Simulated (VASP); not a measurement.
# Al (P6_3/mmc) in VASP: notebook

Runs on Al. Level: PBE+D3(BJ). Tasks: single point.

Program: VASP 6.6.1. These are calculated values, not measurements. Logs are shortened: lines on timing, memory, paths and dates and some standing lists are left out, and cuts for length are marked.

### 1 The cell of the first run

Symmetry: P6_3/mmc, No. 194, hexagonal system. Conventional cell: a = 2.736 Å, b = 2.736 Å, c = 10.439 Å, α = 90.00°, β = 90.00°, γ = 120.00°. Within 3.6 Å of Al (site symmetry -3m) lie 12 Al at 2.74 to 3.05 Å. Within 3.6 Å of Al (site symmetry -6m2) lie 12 Al at 2.74 to 3.05 Å.

### 2 Single point, PBE+D3(BJ)

INCAR

```
SYSTEM = Al
PREC = Accurate
ENCUT = 520
EDIFF = 1E-6
ISMEAR = 0
SIGMA = 0.15
LREAL = .FALSE.
LASPH = .TRUE.
NELM = 60
ALGO = Normal
ISIF = 2
LWAVE = .FALSE.
LCHARG = .FALSE.
GGA = PE
IVDW = 12
NBANDS = 14
```

KPOINTS

```
regular mesh
0
G
  18 18 4
  0 0 0
```

POSCAR

```
Al
1.0
    2.7356000000      0.0000000000      0.0000000000
   -1.3678000000      2.3690990946      0.0000000000
    0.0000000000      0.0000000000     10.4387000000
Al
4
Direct
    0.0000000000      0.0000000000      0.0000000000
    0.3333333333      0.6666666667      0.2500000000
    0.0000000000      0.0000000000      0.5000000000
    0.6666666667      0.3333333333      0.7500000000
```

Potentials or basis: VASP PAW PBE potentials, release 64 (Al).

Run with:

```console
> cat potpaw_PBE.64/Al/POTCAR > POTCAR
> mpirun -np 1 vasp_std > vasp.out
```

OUTCAR:

```text
SYSTEM = Al
   PREC = Accurate
   ENCUT = 520
   EDIFF = 1E-6
   ISMEAR = 0
   LREAL = .FALSE.
   LASPH = .TRUE.
   NELM = 60
   ISIF = 2
   GGA = PE
   IVDW = 12
 IVDW          = 12

 ion  position               nearest neighbor table
   1  0.000  0.000  0.000-   2 3.05   4 3.05   4 3.05   2 3.05   4 3.05   2 3.05
   2  0.333  0.667  0.250-   1 3.05   3 3.05   1 3.05   3 3.05   1 3.05   3 3.05
   3  0.000  0.000  0.500-   2 3.05   4 3.05   4 3.05   2 3.05   4 3.05   2 3.05
   4  0.667  0.333  0.750-   1 3.05   3 3.05   1 3.05   3 3.05   1 3.05   3 3.05

  LATTYP: Found a hexagonal cell.
 ALAT       =     2.7356000000
 C/A-ratio  =     3.8158722035

  Lattice vectors:

 A1 = (   2.7356000000,   0.0000000000,   0.0000000000)
 A2 = (  -1.3678000000,   2.3690990946,   0.0000000000)
 A3 = (   0.0000000000,   0.0000000000,  10.4387000000)

Analysis of symmetry for initial positions (statically):
=====================================================================
 Subroutine PRICEL returns:
 Original cell was already a primitive cell.

 Routine SETGRP: Setting up the symmetry group for a
 hexagonal supercell.

 Subroutine GETGRP returns: Found 24 space group operations
 (whereof 12 operations were pure point group operations)
 out of a pool of 24 trial point group operations.

The static configuration has the point symmetry D_3d.
 The point group associated with its full space group is D_6h.

Analysis of symmetry for dynamics (positions and initial velocities):
=====================================================================
 Subroutine PRICEL returns:
 Original cell was already a primitive cell.

 Routine SETGRP: Setting up the symmetry group for a
 hexagonal supercell.

 Subroutine GETGRP returns: Found 24 space group operations
 (whereof 12 operations were pure point group operations)
 out of a pool of 24 trial point group operations.

The dynamic configuration has the point symmetry D_3d.
 The point group associated with its full space group is D_6h.

 Subroutine INISYM returns: Found 24 space group operations
 (whereof 12 operations are pure point group operations),
 and found     1 'primitive' translations

----------------------------------------------------------------------------------------

                                     Primitive cell

  volume of cell :      67.6522

  direct lattice vectors                    reciprocal lattice vectors
     2.735600000  0.000000000  0.000000000     0.365550519  0.211050691  0.000000000
    -1.367800000  2.369099095  0.000000000     0.000000000  0.422101381  0.000000000
     0.000000000  0.000000000 10.438700000     0.000000000  0.000000000  0.095797369

  length of vectors
     2.735600000  2.735600000 10.438700000     0.422101381  0.422101381  0.095797369

  position of ions in fractional coordinates (direct lattice)
     0.000000000  0.000000000  0.000000000
     0.333333333  0.666666667  0.250000000
     0.000000000  0.000000000  0.500000000
     0.666666667  0.333333333  0.750000000

  ion indices of the primitive-cell ions
   primitive index   ion index
                 1           1
                 2           2
                 3           3
                 4           4

----------------------------------------------------------------------------------------

 KPOINTS: regular mesh

Automatic generation of k-mesh.
 Grid dimensions read from file:
 generate k-points for:   18   18    4

 Generating k-lattice:

  Cartesian coordinates                     Fractional coordinates (reciprocal lattice)
     0.020308362  0.011725038  0.000000000     0.055555556  0.000000000  0.000000000
     0.000000000  0.023450077  0.000000000     0.000000000  0.055555556  0.000000000
     0.000000000  0.000000000  0.023949342     0.000000000  0.000000000  0.250000000

  Length of vectors
     0.023450077  0.023450077  0.023949342

  Shift w.r.t. Gamma in fractional coordinates (k-lattice)
     0.000000000  0.000000000  0.000000000

 Subroutine IBZKPT returns following result:
 ===========================================

 Found    111 irreducible k-points:

 Following reciprocal coordinates:
            Coordinates               Weight
  0.000000  0.000000  0.000000      1.000000
  0.055556  0.000000  0.000000      6.000000
  0.111111  0.000000  0.000000      6.000000
  0.166667 -0.000000  0.000000      6.000000
  0.222222 -0.000000  0.000000      6.000000
  0.277778  0.000000  0.000000      6.000000
[... 16 lines left out ...]
  0.333333  0.111111  0.000000     12.000000
  0.388889  0.111111  0.000000     12.000000
 [... further k-points ...]
   k-points           NKPTS =    111   k-points in BZ     NKDIM =    111   number of bands    NBANDS=     14
   number of dos      NEDOS =    301   number of ions     NIONS =      4
   total plane-waves  NPLWV =  32000
   dimension x,y,z NGX =    20 NGY =   20 NGZ =   80
   dimension x,y,z NGXF=    40 NGYF=   40 NGZF=  160
   ions per type =               4
   NGX,Y,Z   is equivalent  to a cutoff of  12.15, 12.15, 12.74 a.u.
   NGXF,Y,Z  is equivalent  to a cutoff of  24.31, 24.31, 25.48 a.u.
 SYSTEM =  Al
   PREC   = accura    normal or accurate (medium, high low for compatibility)
   ISTART =      0    job   : 0-new  1-cont  2-samecut
   ICHARG =      2    charge: 1-file 2-atom 10-const
   ISPIN  =      1    spin polarized calculation?
   LNONCOLLINEAR =      F non collinear calculations
   LSORBIT =      F    spin-orbit coupling
   LASPH  =      T    aspherical Exc in radial PAW
   ENCUT  =  520.0 eV  38.22 Ry    6.18 a.u.   5.09  5.09 19.41*2*pi/ulx,y,z
   NELM   =     60;   NELMIN=  2; NELMDL= -5     # of ELM steps
   EDIFF  = 0.1E-05   stopping-criterion for ELM
   LREAL  =      F    real-space projection
   EDIFFG = 0.1E-04   stopping-criterion for IOM
   NSW    =      0    number of steps for IOM
   IBRION =     -1    ionic relax: 0-MD 1-quasi-New 2-CG
   NFREE  =      0    steps in history (QN), initial steepest desc. (CG)
   ISIF   =      2    stress and relaxation
   ISYM   =      2    0-nonsym 1-usesym 2-fastsym
   POTIM  = 0.5000    time-step for ionic-motion
   TEBEG  =    0.0;   TEEND  =   0.0 temperature during run
   PSTRESS=    0.0 pullay stress
   NELECT =      12.0000    total number of electrons
   NUPDOWN=      -1.0000    fix difference up-down
   EMIN   =  10.00;   EMAX   =-10.00  energy-range for DOS
   EFERMI =   0.00;   METHOD = LEGACY
   ISMEAR =     0;   SIGMA  =   0.15  broadening in eV -4-tet -1-fermi 0-gaus
   EFERMI_NEDOS =   21; number of points for ismear=-14 and -15
   IALGO  =     38    algorithm
   IMIX   =      4    mixing-type and parameters
     AMIX     =   0.40;   BMIX     =  1.00
     AMIX_MAG =   1.60;   BMIX_MAG =  1.00
  volume/ion in A,a.u.               =      16.91       114.13
  Fermi-wavevector in a.u.,A,eV,Ry     =   0.919831  1.738228 11.511730  0.846088
  Thomas-Fermi vector in A             =   2.045068
   LORBIT       =      0    0 simple, 1 ext, 2 COOP (PROOUT), +10 PAW based schemes
   GGA     = PE    functional components
   LHFCALC =     F    Hartree Fock is set to
   AEXX    =    0.0000 exact exchange contribution
   IVDW    =    12    specifies the selected vdW correction
   LEPSILON=     F    determine dielectric tensor
   LRPA    =     F    only Hartree local field effects (RPA)
 non-spin polarized calculation
 Gauss-broadening in eV      SIGMA  =   0.15
  energy-cutoff  :      520.00
  volume of cell :       67.65
 maximum number of plane-waves:      1841
   NGX = 11   NGY = 11   NGZ = 39

 number of electron      12.0000000 magnetization

 Free energy of the ion-electron system (eV)
  ---------------------------------------------------
  ext. energy  EPLUGINS =         0.00000000
  ---------------------------------------------------
  free energy    TOTEN  =       -14.72798820 eV

  energy without entropy =      -14.70823738  energy(sigma->0) =      -14.71811279

 E-fermi :   7.6719     XC(G=0): -10.0920

 val. band max:        7.6491722136   @ k =   0.2778   0.2778   0.2500
 cond. band min:       7.6961313600   @ k =   0.1667   0.0556   0.2500
 fundamental gap:      0.0469591464
 Fermi energy:         7.6718763940

 k-point     1 :       0.0000    0.0000    0.0000
  band No.  band energies     occupation
      1      -3.2468      2.00000
      2      -1.9082      2.00000
      3      -1.9048      2.00000
      4       1.5849      2.00000
      5       2.6101      2.00000
      6       8.5432      0.00000
      7       8.5464      0.00000
      8      16.9207      0.00000
      9      17.0794      0.00000
     10      20.5504      0.00000
     11      20.5504      0.00000
     12      20.6045      0.00000
     13      20.6046      0.00000
     14      21.2544      0.00000

 k-point     2 :       0.0556    0.0000    0.0000
  band No.  band energies     occupation
      1      -3.1654      2.00000
      2      -1.8274      2.00000
      3      -1.8241      2.00000
      4       1.6650      2.00000
      5       2.6868      2.00000
      6       8.6165      0.00000
      7       8.6199      0.00000
      8      16.9225      0.00000
      9      17.1433      0.00000
     10      18.7552      0.00000
     11      19.4492      0.00000
     12      19.7823      0.00000
     13      19.8127      0.00000
     14      20.4953      0.00000
[... 343 lines left out ...]
      1       0.9176      2.00000
      2       2.2138      2.00000
      3       2.2156      2.00000
      4       5.3956      2.00000
      5       6.5679      2.00000
      6       6.7508      2.00000
      7       7.8326      0.12979
      8       7.9161      0.02132
      9      10.8366      0.00000
     10      11.8906      0.00000
     11      12.0476      0.00000
     12      12.2676      0.00000
     13      13.0075      0.00000
     14      13.6097      0.00000

 k-point    24 :       0.3889    0.1111    0.0000
  band No.  band energies     occupation
      1       2.0904      2.00000
      2       3.3560      2.00000
      3       3.3577      2.00000
      4       4.8066      2.00000
      5       6.0851      2.00000
      6       6.2115      2.00000
      7       7.1171      2.00000
      8       7.7843      0.28926
      9       9.4895      0.00000
     10      10.5408      0.00000
     11      11.9253      0.00000
     12      12.6781      0.00000
     13      13.1430      0.00000
     14      13.8795      0.00000

 [... further k-points ...]

------------------------ aborting loop because EDIFF is reached ----------------------------------------

 Edisp (eV)   -1.31407

 E8    (eV) :    -0.5883

  FORCE on cell =-STRESS in cart. coord.  units (eV):
  Direction    XX          YY          ZZ          XY          YZ          ZX
  --------------------------------------------------------------------------------------
  -------------------------------------------------------------------------------------
  Total       0.44097     0.44097    -3.88477     0.00000     0.00000     0.00000
  in kB      10.44321    10.44321   -92.00121     0.00000     0.00000     0.00000
  external pressure =      -23.70 kB  Pullay stress =        0.00 kB

 VOLUME and BASIS-vectors are now :
 -----------------------------------------------------------------------------
  energy-cutoff  :      520.00
  volume of cell :       67.65
      direct lattice vectors                 reciprocal lattice vectors
     2.735600000  0.000000000  0.000000000     0.365550519  0.211050691  0.000000000
    -1.367800000  2.369099095  0.000000000     0.000000000  0.422101381  0.000000000
     0.000000000  0.000000000 10.438700000     0.000000000  0.000000000  0.095797369

 POSITION                                       TOTAL-FORCE (eV/Angst)
 -----------------------------------------------------------------------------------
      0.00000      0.00000      0.00000        -0.000000      0.000000     -0.000000
     -0.00000      1.57940      2.60968         0.000000     -0.000000     -0.000000
      0.00000      0.00000      5.21935        -0.000000      0.000000     -0.000000
      1.36780      0.78970      7.82903        -0.000000      0.000000      0.000000
 -----------------------------------------------------------------------------------
    total drift:                               -0.000000      0.000000     -0.000000

  FREE ENERGIE OF THE ION-ELECTRON SYSTEM (eV)
  ---------------------------------------------------
  free  energy   TOTEN  =       -16.0420570536 eV

  energy  without entropy=      -16.0223062349  energy(sigma->0) =      -16.03218164
```

Run time: 46 s. Hardware: 1 thread of AMD EPYC 9R45 (Zen 5), shared host; peak memory 0.19 GiB.

Results:

* Free energy: -16.0421 eV
* Pressure: -2.4 GPa
* Band gap on the k mesh: zero (band 6 reaches 10.25 eV, above the bottom of band 7 at 6.48 eV)
* Dispersion energy per atom: -0.329 eV

Levels at points of the mesh, in eV from the Fermi level:
| k point | band 3 | band 4 | band 5 | band 6 | band 7 | band 8 | band 9 | band 10 |
| --- | --- | --- | --- | --- | --- | --- | --- | --- |
| (0.00, 0.00, 0.00) | -9.58 | -6.09 | -5.06 | 0.87 | 0.87 | 9.25 | 9.41 | 12.88 |
| (0.50, 0.00, 0.00) | -3.56 | -3.51 | -2.85 | -2.79 | 0.12 | 0.55 | 1.00 | 1.37 |
| (0.00, 0.00, 0.50) | -7.93 | -7.93 | -2.60 | -2.60 | 4.90 | 4.90 | 13.06 | 13.06 |
| (0.50, 0.00, 0.50) | -4.12 | -4.12 | -1.83 | -1.83 | -1.19 | -1.19 | 3.35 | 3.35 |

Caveat: pairwise dispersion overbinds metals, which lowers pressure and volume.

### 3 Single point, PBE+D3(BJ)

This run uses another cell than the first one, of 17.00 Å³/atom, 1.005 times its volume.

INCAR

```
PREC = Accurate
ENCUT = 520
EDIFF = 1E-7
ISMEAR = 0
SIGMA = 0.15
LREAL = False
LASPH = True
NELM = 60
ALGO = Normal
ISIF = 2
LWAVE = False
LCHARG = False
GGA = PE
IVDW = 12
NBANDS = 14
```

KPOINTS

```
regular mesh
0
Gamma
  18 18 4
```

POSCAR

```
Al
1.0
    2.8538000000      0.0000000000      0.0000000000
   -1.4269000000      2.4714632973      0.0000000000
    0.0000000000      0.0000000000      9.6403000000
Al
4
Direct
    0.0000000000      0.0000000000      0.0000000000
    0.3333333333      0.6666666667      0.2500000000
    0.0000000000      0.0000000000      0.5000000000
    0.6666666667      0.3333333333      0.7500000000
```

Potentials or basis: VASP PAW PBE potentials, release 64 (Al).

Run with:

```console
> cat potpaw_PBE.64/Al/POTCAR > POTCAR
> mpirun -np 1 vasp_std > vasp.out
```

Wall time 72 s (1 thread of AMD EPYC 9R45 (Zen 5), shared host); peak memory 0.21 GiB.

It converged, with:

| Property | Result |
| --- | --- |
| Free energy | -16.2329 eV |
| Pressure | -5.0 GPa |
| Band gap on the k mesh | zero (band 6 reaches 11.12 eV, above the bottom of band 7 at 6.25 eV) |
| Dispersion energy per atom | -0.326 eV |

Stress tensor (GPa, compression positive):
```
-4.47  0.00  0.00
 0.00 -4.47  0.00
 0.00  0.00 -6.05
```

Levels at points of the mesh, in eV from the Fermi level:
```tsv
k point	band 2	band 3	band 4	band 5	band 6	band 7	band 8	band 9	band 10	band 11
(0.00, 0.00, 0.00)	-9.33	-9.33	-4.73	-4.62	2.79	2.80	10.97	10.97	11.15	11.15
(0.50, 0.00, 0.00)	-4.94	-3.76	-3.69	-3.21	-3.12	0.85	0.98	1.31	1.31	5.87
(0.00, 0.00, 0.50)	-10.52	-7.37	-7.37	-1.27	-1.27	7.41	7.41	11.27	11.27	11.27
(0.50, 0.00, 0.50)	-4.65	-4.57	-4.57	-1.82	-1.82	-1.20	-1.20	4.17	4.17	4.49
```

Caveat: pairwise dispersion overbinds metals, which lowers pressure and volume.

### 4 Single point, PBE+D3(BJ)

This run uses another cell than the first one, of 17.06 Å³/atom, 1.009 times its volume.

INCAR

```
ALGO = Normal ; EDIFF = 1E-7
ENCUT = 520 ; GGA = PE
ISIF = 2 ; ISMEAR = 0
IVDW = 12 ; LASPH = T
LCHARG = F ; LREAL = F
LWAVE = F ; NBANDS = 14
NELM = 60 ; PREC = Accurate
SIGMA = 0.15
```

KPOINTS

```
k-points
0
Gamma
  18 18 4
```

POSCAR

```
Al
1.0
    2.6962000000      0.0000000000      0.0000000000
   -1.3481000000      2.3349776937      0.0000000000
    0.0000000000      0.0000000000     10.8379000000
Al
4
Direct
    0.0000000000      0.0000000000      0.0000000000
    0.3333333333      0.6666666667      0.2500000000
    0.0000000000      0.0000000000      0.5000000000
    0.6666666667      0.3333333333      0.7500000000
```

Potentials or basis: VASP PAW PBE potentials, release 64 (Al).

Run with:

```console
> cat potpaw_PBE.64/Al/POTCAR > POTCAR
> mpirun -np 1 vasp_std > vasp.out
```

OUTCAR:

```text
EDIFF = 1E-7
   ENCUT = 520
   GGA = PE
   ISIF = 2
   ISMEAR = 0
   IVDW = 12
   LASPH = T
   LREAL = F
   NELM = 60
   PREC = Accurate
 IVDW          = 12

 ion  position               nearest neighbor table
   1  0.000  0.000  0.000-   2 3.12   4 3.12   4 3.12   2 3.12   4 3.12   2 3.12
   2  0.333  0.667  0.250-   1 3.12   3 3.12   1 3.12   3 3.12   1 3.12   3 3.12
   3  0.000  0.000  0.500-   2 3.12   4 3.12   4 3.12   2 3.12   4 3.12   2 3.12
[... 613 lines left out ...]

 E8    (eV) :    -0.5848

  FORCE on cell =-STRESS in cart. coord.  units (eV):
  Direction    XX          YY          ZZ          XY          YZ          ZX
  --------------------------------------------------------------------------------------
  -------------------------------------------------------------------------------------
  Total       1.53409     1.53409    -4.53911     0.00000     0.00000     0.00000
  in kB      36.02313    36.02313  -106.58629     0.00000     0.00000     0.00000
  external pressure =      -11.51 kB  Pullay stress =        0.00 kB

 VOLUME and BASIS-vectors are now :
 -----------------------------------------------------------------------------
  energy-cutoff  :      520.00
  volume of cell :       68.23
      direct lattice vectors                 reciprocal lattice vectors
     2.696200000  0.000000000  0.000000000     0.370892367  0.214134808  0.000000000
    -1.348100000  2.334977694  0.000000000     0.000000000  0.428269616  0.000000000
     0.000000000  0.000000000 10.837900000     0.000000000  0.000000000  0.092268797

 POSITION                                       TOTAL-FORCE (eV/Angst)
 -----------------------------------------------------------------------------------
      0.00000      0.00000      0.00000        -0.000000      0.000000     -0.000000
     -0.00000      1.55665      2.70947        -0.000000      0.000000      0.000000
      0.00000      0.00000      5.41895        -0.000000      0.000000     -0.000000
      1.34810      0.77833      8.12843         0.000000     -0.000000     -0.000000
 -----------------------------------------------------------------------------------
    total drift:                               -0.000000      0.000000     -0.000000

  FREE ENERGIE OF THE ION-ELECTRON SYSTEM (eV)
  ---------------------------------------------------
  free  energy   TOTEN  =       -15.8544121790 eV

  energy  without entropy=      -15.8307235308  energy(sigma->0) =      -15.84256785
```

stdout:

```text
POSCAR found type information on POSCAR Al
 POSCAR found :  1 types and       4 ions
 scaLAPACK will be used
 LDA part: xc-table for (Slater+PW92), standard interpolation
 POSCAR, INCAR and KPOINTS ok, starting setup
 FFT: planning ... GRIDC
 FFT: planning ... GRID_SOFT
 FFT: planning ... GRID
 WAVECAR not read
 entering main loop
```

Wall time 58 s (1 thread of AMD EPYC 9R45 (Zen 5), shared host); peak memory 0.19 GiB.

What came out:

| Property | Result |
| --- | --- |
| Free energy | -15.8544 eV |
| Pressure | -1.2 GPa |
| Band gap on the k mesh | zero (band 6 reaches 9.65 eV, above the bottom of band 7 at 6.39 eV) |
| Dispersion energy per atom | -0.326 eV |

Stress tensor (GPa, compression positive):
```
  3.60   0.00   0.00
  0.00   3.60   0.00
  0.00   0.00 -10.66
```

Levels at points of the mesh, in eV from the Fermi level:
```
           k point  band 4  band 5  band 6  band 7  band 8  band 9
(0.00, 0.00, 0.00)   -6.62   -5.16    0.14    0.14    7.94    8.19
(0.50, 0.00, 0.00)   -3.40   -2.72   -2.61   -0.22    0.24    1.12
(0.00, 0.00, 0.50)   -8.14   -3.07   -3.07    3.89    3.89   12.39
(0.50, 0.00, 0.50)   -3.90   -1.84   -1.84   -1.18   -1.18    3.09
```

Caveat: pairwise dispersion overbinds metals, which lowers pressure and volume.

(Continued in part 2 of 2.)
